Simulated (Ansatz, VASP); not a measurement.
**SnSe: VASP beside Ansatz**

```
Sn Se
1.0
     0.09030    3.05515    3.05515
     3.05515    0.09030    3.05515
     3.05515    3.05515    0.09030
Sn Se
1 1
Direct
  0.00000 0.00000 0.00000
  0.50000 0.50000 0.50000
```

Change from the starting cell: equal xy, yz and zx shear strains of +3 %, crystal datasets.

Alike in both runs: task electric field gradients; functional PBE; k mesh 9 × 9 × 9; occupations fermi-dirac, width 0.02 eV; no spin polarisation.

```csv
,VASP,Ansatz
version,VASP 6.6.1,Ansatz 0.2.0
potentials or method,"VASP PAW PBE potentials, release 64 (Sn_d, Se), cutoff 520 eV","all-electron PAW with datasets made for the crystal, scalar-relativistic"
```

VASP gave:

| Item | Value |
| --- | --- |
| pressure (GPa) | 1.0 |
| traceless stress, the component that is largest in VASP (GPa) | -0.58 |
| size of Vzz on the site where it differs most (V/Å²) | 0.5 |

**Question.** Estimate Ansatz's values.

**Answer.** Pressure (GPa): 1.0; traceless stress, the component that is largest in VASP (GPa): -0.58; size of Vzz on the site where it differs most (V/Å²): 1.8.

Ansatz ran all-electron here, and VASP with PAW potentials.
